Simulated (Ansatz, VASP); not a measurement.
## Hf in VASP and in Ansatz

```
Hf
1.0
     3.12076    0.00000    0.00000
    -1.56038    2.70266    0.00000
     0.00000    0.00000    4.93926
Hf
2
Cartesian
  0.0000 1.8018 1.2348
  1.5604 0.9009 3.7044
```

Alike in both runs: functional LDA; k mesh 15 × 15 × 8; occupations gaussian, width 0.1 eV; no spin polarisation.

Ansatz relaxed the structure, and its values are those at the end. VASP's run is a single point on that final structure, the one shown.

```csv
,VASP,Ansatz
version,VASP 6.6.1,Ansatz 0.2.0
potentials or method,"VASP PAW LDA potentials, release 64 (Hf_pv), cutoff 500 eV","scalar-relativistic, plane waves, PAW"
valence electrons in the cell,20,52
```

VASP gave:

* gap on the k mesh at the Fermi level (eV): none
* pressure (GPa): 0.1

Task: Estimate Ansatz's values.

Result: gap on the k mesh at the Fermi level (eV): none; pressure (GPa): 0.0.

LDA's correlation is that of Perdew and Zunger in VASP and of Perdew and Wang (1992) in Ansatz. A gap of «none» marks a metal or a gap that the smearing closes. VASP's potentials hold 20 valence electrons a cell and Ansatz's 52, so a difference there can come from the potentials and not from the codes.

Neither program's run includes spin-orbit coupling.
